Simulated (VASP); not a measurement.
# Os: single point with PBEsol

Os:

```
Os
1.0
     0.00000    1.94500    1.94500
     2.13950    0.00000    1.94500
     2.13950    1.94500    0.00000
Os
1
Direct
  0.00000 0.00000 0.00000
```

This cell differs from its parent crystal: strain +0.1000 x Voigt [1, 0, 0, 0, 0, 0].

* Program: VASP 6.6.1
* Task: single point
* Functional: PBEsol
* Potentials or basis: VASP PAW PBE potentials, release 64 (Os)
* Cutoff: 520 eV
* k mesh: 20 × 20 × 20
* Occupations: gaussian, width 0.15 eV
* Spin: no spin polarisation
* Dipole correction: no
* Further INCAR settings: ALGO = Normal; EDIFF = 1e-07; NBANDS = 10

- Pressure: -43.0 GPa
- Band gap on the k mesh: zero (band 4 reaches 9.13 eV, above the bottom of band 5 at 5.79 eV)

Stress tensor (GPa, compression positive):
```
-59.56   0.00   0.00
  0.00 -34.76   0.00
  0.00   0.00 -34.76
```

Levels at points of the mesh, in eV from the Fermi level:
| k point | band 1 | band 2 | band 3 | band 4 | band 5 | band 6 | band 7 | band 8 |
| --- | --- | --- | --- | --- | --- | --- | --- | --- |
| (0.00, 0.00, 0.00) | -9.62 | -3.21 | -2.00 | -2.00 | -0.86 | 0.70 | 14.41 | 17.62 |
| (0.50, 0.00, 0.00) | -6.50 | -3.13 | -1.97 | -0.15 | 1.61 | 2.14 | 7.31 | 13.52 |
| (0.50, 0.50, 0.00) | -6.21 | -5.58 | 1.68 | 1.80 | 2.69 | 3.06 | 10.45 | 10.83 |
| (0.00, 0.50, 0.50) | -6.36 | -5.59 | 0.92 | 1.98 | 2.34 | 2.34 | 8.49 | 12.43 |

Wall time 64 s on 1 thread of Intel(R) Xeon(R) Platinum 8488C (Sapphire Rapids) (shared host), peak memory 0.23 GiB.

Caveat: the cell differs from its parent crystal (strain +0.1000 x Voigt [1, 0, 0, 0, 0, 0]); the PAW data sets were made with another functional, which shifts forces and pressure a little; spin-orbit coupling is left out, which moves the levels of the heavy elements.
